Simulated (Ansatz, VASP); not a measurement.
# One calculation of NiCl3, two programs

```
CELL_PARAMETERS angstrom
3.12068 5.40518 0.00000
-3.12068 5.40518 0.00000
0.00000 0.00000 5.63230
ATOMIC_POSITIONS crystal
Cl 0.31000 0.69000 0.25000
Cl 0.31000 0.00000 0.75000
Cl 0.00000 0.31000 0.25000
Cl 0.69000 0.31000 0.75000
Cl 0.69000 0.00000 0.25000
Cl 0.00000 0.69000 0.75000
Ni 0.00000 0.00000 0.00000
Ni 0.00000 0.00000 0.50000
```

Alike in both runs: task relaxation of cell and atoms; functional LDA; k mesh 4 × 4 × 3; no spin polarisation.

|  | VASP | Ansatz |
| --- | --- | --- |
| version | VASP 6.6.1 | Ansatz 0.2.0 |
| potentials or method | VASP PAW LDA potentials, release 64 (Cl, Ni), cutoff 600 eV | PAW plane waves |
| occupations | fermi-dirac, width 0.1 eV | fermi-dirac |
| valence electrons in the cell | 62 | 78 |

VASP gave:

| Property | Result |
| --- | --- |
| gap on the k mesh at the Fermi level, each at its own relaxed structure (eV) | none |
| relaxed volume (Å³/atom) | 19.11 |
| relaxed cell length with the largest relative difference (Å) | 5.681 |

Task: Which values does Ansatz return?

Result: gap on the k mesh at the Fermi level, each at its own relaxed structure (eV): none; relaxed volume (Å³/atom): 19.17; relaxed cell length with the largest relative difference (Å): 5.690.

LDA's correlation is that of Perdew and Zunger in VASP and of Perdew and Wang (1992) in Ansatz. A gap of «none» marks a metal or a gap that the smearing closes. VASP's potentials hold 62 valence electrons a cell and Ansatz's 78, so a difference there can come from the potentials and not from the codes. Ansatz's warnings: structure snapped to symmetry.

The k mesh is coarse, so the values compare programs but aren't converged. Noted on VASP's run: the volume moved by over 15 % at a fixed basis, so the end points are rough.
